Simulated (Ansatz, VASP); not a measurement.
## CuI in VASP and in Ansatz

```
I Cu
1.0
     0.00000    3.03150    3.03150
     3.03150    0.00000    3.03150
     3.03150    3.03150    0.00000
I Cu
1 1
Direct
  0.00000 0.00000 0.00000
  0.75000 0.75000 0.75000
```

Alike in both runs: task electric field gradients; functional LDA; k mesh 8 × 8 × 8; no spin polarisation; Hubbard terms Cu d U = 4.0 eV.

```csv
,VASP,Ansatz
version,VASP 6.6.1,Ansatz 0.2.0
potentials or method,"VASP PAW LDA potentials, release 64 (I, Cu)",JTH PAW
plane-wave cutoff (eV),520,1350
occupations,"methfessel-paxton of order 1, width 0.1 eV","cold, width 0.1 eV"
valence electrons in the cell,18,26
```

Ansatz gave:

* gap on the k mesh at the Fermi level (eV): 1.64
* least direct gap on the mesh (eV): 1.64
* pressure (GPa): -3.3

Estimate VASP's values.

gap on the k mesh at the Fermi level (eV): 1.58; least direct gap on the mesh (eV): 1.58; pressure (GPa): -3.9.

LDA's correlation is that of Perdew and Zunger in VASP and of Perdew and Wang (1992) in Ansatz. The programs project onto different local orbitals, so the same U acts differently, and such runs can settle in different states. VASP's potentials hold 18 valence electrons a cell and Ansatz's 26, so a difference there can come from the potentials and not from the codes.

Spin-orbit coupling is off throughout.
